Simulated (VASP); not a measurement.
# Tl2PbCl4 (P1) in VASP: single point with PBEsol

Aim: the single point of Tl2PbCl4 with PBEsol.

All numbers are computed with VASP 6.6.1; they aren't measurements. Logs are shortened: lines on timing, memory, paths and dates and some standing lists are left out, and cuts for length are marked.

## (1) The cell of the first run

The typed cell holds 7 atoms: a = 7.599 Å, b = 7.601 Å, c = 3.734 Å, α = 90.12°, β = 90.03°, γ = 90.12°.

## (2) Single point, PBEsol

INCAR reads:

```
SYSTEM = Tl2PbCl4
PREC     = Accurate       ! precision mode
ENCUT    = 520            ! plane-wave cutoff, eV
EDIFF    = 1E-6           ! SCF threshold, eV
ISMEAR   = -1             ! smearing method
SIGMA    = 0.05           ! smearing width, eV
LREAL    = .FALSE.        ! projectors in reciprocal space
LASPH    = .TRUE.         ! aspherical terms in the spheres
NELM     = 80             ! most SCF steps
ALGO     = Normal         ! electronic algorithm
ISIF     = 2              ! what is computed and relaxed
LWAVE    = .FALSE.        ! write WAVECAR
LCHARG   = .FALSE.        ! write CHGCAR
GGA      = PS             ! functional
NBANDS   = 43             ! bands
```

KPOINTS reads:

```
regular mesh
0
G
  2 2 4
  0 0 0
```

POSCAR reads:

```
Tl2PbCl4
1.0
    7.5993532404     -0.0078413689     -0.0012762471
   -0.0079219067      7.6012840503     -0.0082137953
   -0.0012844066     -0.0035957500      3.7344787112
Tl Pb Cl
2 1 4
Direct
    0.5044813791      0.0025180205      0.4730406860
    0.0042519151      0.5037732311      0.4743598715
    0.0045641699      0.0034691731      0.3460868070
    0.2298554867      0.7775879809     -0.0472244276
    0.2290729023      0.2278886888     -0.0521875115
    0.7794571083      0.7784057691     -0.0524317194
    0.7794028356      0.2280528004     -0.0476594718
```

Potentials or basis: VASP PAW PBE potentials, release 64 (Tl_d, Pb_d, Cl).

On the command line:

```sh
cat potpaw_PBE.64/Tl_d/POTCAR potpaw_PBE.64/Pb_d/POTCAR potpaw_PBE.64/Cl/POTCAR > POTCAR
mpirun -np 1 vasp_std > vasp.out
```

OUTCAR:

```text
SYSTEM = Tl2PbCl4
   PREC = Accurate
   ENCUT = 520
   EDIFF = 1E-6
   ISMEAR = -1
   LREAL = .FALSE.
   LASPH = .TRUE.
   NELM = 80
   ISIF = 2
   GGA = PS

 ion  position               nearest neighbor table
   1  0.504  0.003  0.473-   6 3.23   5 3.23   7 3.24   4 3.24   4 3.32   7 3.33   6 3.34   5 3.34
                             3 3.83   3 3.83
   2  0.004  0.504  0.474-   6 3.23   4 3.23   5 3.24   7 3.24   4 3.33   7 3.33   6 3.34   5 3.34
                             3 3.83   3 3.83
   3  0.005  0.003  0.346-   7 2.83   5 2.83   4 2.84   6 2.84   5 3.29   6 3.30   7 3.31   4 3.32
                             1 3.83   2 3.83   1 3.83   2 3.83
   4  0.230  0.778  0.953-   3 2.84   2 3.23   1 3.24   1 3.32   3 3.32   2 3.33
   5  0.229  0.228  0.948-   3 2.83   1 3.23   2 3.24   3 3.29   2 3.34   1 3.34
   6  0.779  0.778  0.948-   3 2.84   2 3.23   1 3.23   3 3.30   1 3.34   2 3.34
   7  0.779  0.228  0.952-   3 2.83   1 3.24   2 3.24   3 3.31   2 3.33   1 3.33

  LATTYP: Found a triclinic cell.
 ALAT       =    15.6489387068
 B/A-ratio  =     1.0850218537
 C/A-ratio  =     1.1878562314
 COS(alpha) =     0.0004009995
 COS(beta)  =     0.4947376172
 COS(gamma) =     0.8681425348

  Lattice vectors:

 A1 = ( -15.1974220742,   0.0192784878,  -3.7319262170)
 A2 = ( -15.1907845741,  -7.5856013125,   0.0107662895)
 A3 = (  -7.6126282406,  15.2176009695,  -7.4841087659)

Analysis of symmetry for initial positions (statically):
=====================================================================
 Subroutine PRICEL returns:
 Original cell was already a primitive cell.

 Routine SETGRP: Setting up the symmetry group for a
 triclinic supercell.

 Subroutine GETGRP returns: Found  1 space group operations
 (whereof  1 operations were pure point group operations)
 out of a pool of  2 trial point group operations.

The static configuration has the point symmetry C_1 .

Analysis of symmetry for dynamics (positions and initial velocities):
=====================================================================
 Subroutine PRICEL returns:
 Original cell was already a primitive cell.

 Routine SETGRP: Setting up the symmetry group for a
 triclinic supercell.

 Subroutine GETGRP returns: Found  1 space group operations
 (whereof  1 operations were pure point group operations)
 out of a pool of  2 trial point group operations.

The dynamic configuration has the point symmetry C_1 .

 Subroutine INISYM returns: Found  1 space group operations
 (whereof  1 operations are pure point group operations),
 and found     1 'primitive' translations

----------------------------------------------------------------------------------------

                                     Primitive cell

  volume of cell :     215.7211

  direct lattice vectors                    reciprocal lattice vectors
     7.599353240 -0.007841369 -0.001276247     0.131590295  0.000137190  0.000045390
    -0.007921907  7.601284050 -0.008213795     0.000135768  0.131556999  0.000126717
    -0.001284407 -0.003595750  3.734478711     0.000045269  0.000289400  0.267775284

  length of vectors
     7.599357393  7.601292616  3.734480663     0.131590374  0.131557130  0.267775445

  position of ions in fractional coordinates (direct lattice)
     0.504481379  0.002518020  0.473040686
     0.004251915  0.503773231  0.474359871
     0.004564170  0.003469173  0.346086807
     0.229855487  0.777587981  0.952775572
     0.229072902  0.227888689  0.947812488
     0.779457108  0.778405769  0.947568281
     0.779402836  0.228052800  0.952340528

  ion indices of the primitive-cell ions
   primitive index   ion index
                 1           1
                 2           2
                 3           3
                 4           4
                 5           5
                 6           6
                 7           7

----------------------------------------------------------------------------------------

 KPOINTS: regular mesh

Automatic generation of k-mesh.
 Grid dimensions read from file:
 generate k-points for:    2    2    4

 Generating k-lattice:

  Cartesian coordinates                     Fractional coordinates (reciprocal lattice)
     0.065795147  0.000068595  0.000022695     0.500000000  0.000000000  0.000000000
     0.000067884  0.065778499  0.000063358    -0.000000000  0.500000000 -0.000000000
     0.000011317  0.000072350  0.066943821     0.000000000  0.000000000  0.250000000

  Length of vectors
     0.065795187  0.065778565  0.066943861

  Shift w.r.t. Gamma in fractional coordinates (k-lattice)
     0.000000000  0.000000000  0.000000000

 Subroutine IBZKPT returns following result:
 ===========================================

 Found     12 irreducible k-points:

 Following reciprocal coordinates:
            Coordinates               Weight
  0.000000  0.000000  0.000000      1.000000
  0.500000  0.000000 -0.000000      1.000000
 -0.000000  0.500000 -0.000000      1.000000
  0.500000  0.500000  0.000000      1.000000
 -0.000000  0.000000  0.250000      2.000000
  0.500000  0.000000  0.250000      2.000000
 -0.000000  0.500000  0.250000      2.000000
  0.500000  0.500000  0.250000      2.000000
 -0.000000  0.000000  0.500000      1.000000
  0.500000 -0.000000  0.500000      1.000000
 -0.000000  0.500000  0.500000      1.000000
  0.500000  0.500000  0.500000      1.000000
   k-points           NKPTS =     12   k-points in BZ     NKDIM =     12   number of bands    NBANDS=     43
   number of dos      NEDOS =    301   number of ions     NIONS =      7
   total plane-waves  NPLWV = 100800
   dimension x,y,z NGX =    60 NGY =   60 NGZ =   28
   dimension x,y,z NGXF=   120 NGYF=  120 NGZF=   56
   ions per type =               2   1   4
   NGX,Y,Z   is equivalent  to a cutoff of  13.13, 13.12, 12.46 a.u.
   NGXF,Y,Z  is equivalent  to a cutoff of  26.25, 26.24, 24.93 a.u.
 SYSTEM =  Tl2PbCl4
   PREC   = accura    normal or accurate (medium, high low for compatibility)
   ISTART =      0    job   : 0-new  1-cont  2-samecut
   ICHARG =      2    charge: 1-file 2-atom 10-const
   ISPIN  =      1    spin polarized calculation?
   LNONCOLLINEAR =      F non collinear calculations
   LSORBIT =      F    spin-orbit coupling
   LASPH  =      T    aspherical Exc in radial PAW
   ENCUT  =  520.0 eV  38.22 Ry    6.18 a.u.  14.13 14.13  6.94*2*pi/ulx,y,z
   NELM   =     80;   NELMIN=  2; NELMDL= -5     # of ELM steps
   EDIFF  = 0.1E-05   stopping-criterion for ELM
   LREAL  =      F    real-space projection
   EDIFFG = 0.1E-04   stopping-criterion for IOM
   NSW    =      0    number of steps for IOM
   IBRION =     -1    ionic relax: 0-MD 1-quasi-New 2-CG
   NFREE  =      0    steps in history (QN), initial steepest desc. (CG)
   ISIF   =      2    stress and relaxation
   ISYM   =      2    0-nonsym 1-usesym 2-fastsym
   POTIM  = 0.5000    time-step for ionic-motion
   TEBEG  =    0.0;   TEEND  =   0.0 temperature during run
   PSTRESS=    0.0 pullay stress
   NELECT =      68.0000    total number of electrons
   NUPDOWN=      -1.0000    fix difference up-down
   EMIN   =  10.00;   EMAX   =-10.00  energy-range for DOS
   EFERMI =   0.00;   METHOD = LEGACY
   ISMEAR =    -1;   SIGMA  =   0.05  broadening in eV -4-tet -1-fermi 0-gaus
   EFERMI_NEDOS =   21; number of points for ismear=-14 and -15
   IALGO  =     38    algorithm
   IMIX   =      4    mixing-type and parameters
     AMIX     =   0.40;   BMIX     =  1.00
     AMIX_MAG =   1.60;   BMIX_MAG =  1.00
  volume/ion in A,a.u.               =      30.82       207.97
  Fermi-wavevector in a.u.,A,eV,Ry     =   1.114158  2.105454 16.889576  1.241349
  Thomas-Fermi vector in A             =   2.250751
   LORBIT       =      0    0 simple, 1 ext, 2 COOP (PROOUT), +10 PAW based schemes
   GGA     = PS    functional components
   LHFCALC =     F    Hartree Fock is set to
   AEXX    =    0.0000 exact exchange contribution
   IVDW    =     0    specifies the selected vdW correction
   LEPSILON=     F    determine dielectric tensor
   LRPA    =     F    only Hartree local field effects (RPA)
 non-spin polarized calculation
  energy-cutoff  :      520.00
  volume of cell :      215.72
 maximum number of plane-waves:      5836
 NGX is ok and might be reduce to    60
   NGX = 29   NGY = 29   NGZ = 13

 number of electron      67.9999979 magnetization

 Free energy of the ion-electron system (eV)
  ---------------------------------------------------
  ext. energy  EPLUGINS =         0.00000000
  ---------------------------------------------------
  free energy    TOTEN  =       -23.94563457 eV

  energy without entropy =      -23.94563457  energy(sigma->0) =      -23.94563457

 E-fermi :   2.6247     XC(G=0):  -8.4995

 val. band max:        1.5371884717   @ k =   0.0000   0.0000   0.0000
 cond. band min:       3.7696985399   @ k =  -0.0000   0.0000   0.5000
 fundamental gap:      2.2325100681
 Fermi energy:         2.6246983862

 k-point     1 :       0.0000    0.0000    0.0000
  band No.  band energies     occupation
      1     -14.3496      2.00000
      2     -14.3263      2.00000
      3     -14.2588      2.00000
      4     -14.2567      2.00000
      5     -14.2564      2.00000
      6     -12.5321      2.00000
[... 35 lines left out ...]
     42       8.4877      0.00000
     43       8.5573      0.00000

 k-point     2 :       0.5000    0.0000   -0.0000
  band No.  band energies     occupation
      1     -14.3495      2.00000
      2     -14.3265      2.00000
      3     -14.2584      2.00000
      4     -14.2569      2.00000
      5     -14.2564      2.00000
      6     -12.4822      2.00000
[... 35 lines left out ...]
     42       9.0299      0.00000
     43       9.2035      0.00000

 k-point     3 :      -0.0000    0.5000   -0.0000
  band No.  band energies     occupation
      1     -14.3496      2.00000
      2     -14.3265      2.00000
      3     -14.2584      2.00000
      4     -14.2568      2.00000
      5     -14.2564      2.00000
      6     -12.4824      2.00000
[... 367 lines left out ...]
      6     -12.1434      2.00000
[... 35 lines left out ...]
     42       7.4570      0.00000
     43       8.0225      0.00000

 k-point    12 :       0.5000    0.5000    0.5000
  band No.  band energies     occupation
      1     -14.3585      2.00000
      2     -14.3561      2.00000
      3     -14.2817      2.00000
      4     -14.2514      2.00000
      5     -14.2104      2.00000
      6     -12.1300      2.00000
[... 35 lines left out ...]
     42       7.0037      0.00000
     43       8.1312      0.00000

------------------------ aborting loop because EDIFF is reached ----------------------------------------

  FORCE on cell =-STRESS in cart. coord.  units (eV):
  Direction    XX          YY          ZZ          XY          YZ          ZX
  --------------------------------------------------------------------------------------
  -------------------------------------------------------------------------------------
  Total       -0.1083625     -0.1185939     -0.0751082     -0.0018090      0.0149352      0.0075026
  in kB       -0.8048166     -0.8808059     -0.5578347     -0.0134357      0.1109251      0.0557224
  external PRESSURE =      -0.7478191 kB  Pullay stress =       0.0000000 kB

 VOLUME and BASIS-vectors are now :
 -----------------------------------------------------------------------------
  energy-cutoff  :      520.00
  volume of cell :      215.72
      direct lattice vectors                 reciprocal lattice vectors
     7.599353240 -0.007841369 -0.001276247     0.131590295  0.000137190  0.000045390
    -0.007921907  7.601284050 -0.008213795     0.000135768  0.131556999  0.000126717
    -0.001284407 -0.003595750  3.734478711     0.000045269  0.000289400  0.267775284

 POSITION                                       TOTAL-FORCE (eV/Angst)
 -----------------------------------------------------------------------------------
      3.83310      0.01348      1.76590        -0.000903      0.001605     -0.000009
      0.02771      3.82758      1.76734         0.001050     -0.004663     -0.001204
      0.03421      0.02509      1.29242         0.002075      0.005730      0.002370
      1.73937      5.90544      3.55144        -0.002479      0.003381     -0.001111
      1.73778      1.72704      3.53742        -0.000428     -0.005074      0.000513
      5.91599      5.90736      3.53129         0.002125     -0.002164      0.000974
      5.91993      1.72396      3.55363        -0.001440      0.001185     -0.001533
 -----------------------------------------------------------------------------------
    total drift:                                0.000183     -0.000681      0.000608

  FREE ENERGIE OF THE ION-ELECTRON SYSTEM (eV)
  ---------------------------------------------------
  free  energy   TOTEN  =       -23.9456345698 eV

  energy  without entropy=      -23.9456345697  energy(sigma->0) =      -23.94563457
```

Run time: 3.3 min. Hardware: 1 thread of Intel Xeon 8259CL, shared host; peak memory 0.36 GiB.

What came out:

- Free energy: -23.9456 eV
- Pressure: -0.1 GPa
- Largest force: 0.007 eV/Å
- Band gap on the k mesh: 2.23 eV (least direct gap 2.24 eV)

Forces on the atoms (eV/Å):
```
Tl  -0.001  0.002  0.000
Tl   0.001 -0.005 -0.001
Pb   0.002  0.006  0.002
Cl  -0.002  0.003 -0.001
Cl   0.000 -0.005  0.001
Cl   0.002 -0.002  0.001
Cl  -0.001  0.001 -0.002
```

Caveat: the k points lie up to 0.42 Å⁻¹ apart; the PAW data sets were made with another functional, which shifts forces and pressure a little; spin-orbit coupling is left out, which moves the levels of the heavy elements. A k mesh can miss the band edges.
